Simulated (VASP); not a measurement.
Here is a VASP 6.6.1 calculation.

Contents of INCAR:

```
SYSTEM = ZnSe
PREC = Accurate
ENCUT = 520
EDIFF = 1E-6
ISMEAR = -1
SIGMA = 0.1
LREAL = .False.
LASPH = .True.
NELM = 100
ALGO = Normal
ISIF = 2
LWAVE = .False.
LCHARG = .False.
GGA = PE
NBANDS = 26
```

The input KPOINTS:

```
regular mesh
0
Gamma
  11 11 7
  0 0 0
```

File POSCAR:

```
ZnSe
1.0
    3.3441282871      0.0000000000      0.0000000000
   -1.6720641436      2.8961000502      0.0000000000
    0.0000000000      0.0000000000      5.6322115704
Zn Se
2 2
Direct
    0.0000000000      0.0000000000      0.0000000000
    0.0000000000      0.0000000000      0.5000000000
    0.3333333333      0.6666666667      0.2500000000
    0.6666666667      0.3333333333      0.7500000000
```

Potentials or basis: VASP PAW PBE potentials, release 64 (Zn, Se).

Command:

```bash
$ cat potpaw_PBE.64/Zn/POTCAR potpaw_PBE.64/Se/POTCAR > POTCAR
$ mpirun -np 1 vasp_std > vasp.out
```

(1) Estimate the pressure.

(2) What does it give for the band gap on the k mesh?

## Answers

(1) 58.1 GPa.

(2) zero (band 18 reaches 7.38 eV, above the bottom of band 19 at 6.44 eV).
